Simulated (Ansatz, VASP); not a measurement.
## One calculation of W, two programs

```
W
1.0
     0.00000    2.93381    2.93381
     2.93381    0.00000    2.93381
     2.93381    2.93381    0.00000
W
2
Direct
  0.12500 0.12500 0.12500
  0.87500 0.87500 0.87500
```

Alike in both runs: functional RPBE; k mesh 10 × 10 × 10; occupations fermi-dirac, width 0.1 eV; no spin polarisation.

Ansatz relaxed the structure, and its values are those at the end. VASP's run is a single point on that final structure, the one shown.

|  | VASP | Ansatz |
| --- | --- | --- |
| version | VASP 6.6.1 | Ansatz 0.2.0 |
| potentials or method | VASP PAW PBE potentials, release 64 (W_sv), cutoff 520 eV | plane waves (420 eV) with PAW, scalar-relativistic |
| valence electrons in the cell | 28 | 28 |

VASP gave:

```
pressure (GPa) : 0.4
```

Question: Estimate Ansatz's values.

Answer: Pressure (GPa): 0.0.

VASP's potentials were made for PBE, not for RPBE. The functional is the same, so the differences come from potentials, cutoffs and numerics.

Spin-orbit coupling is off throughout.
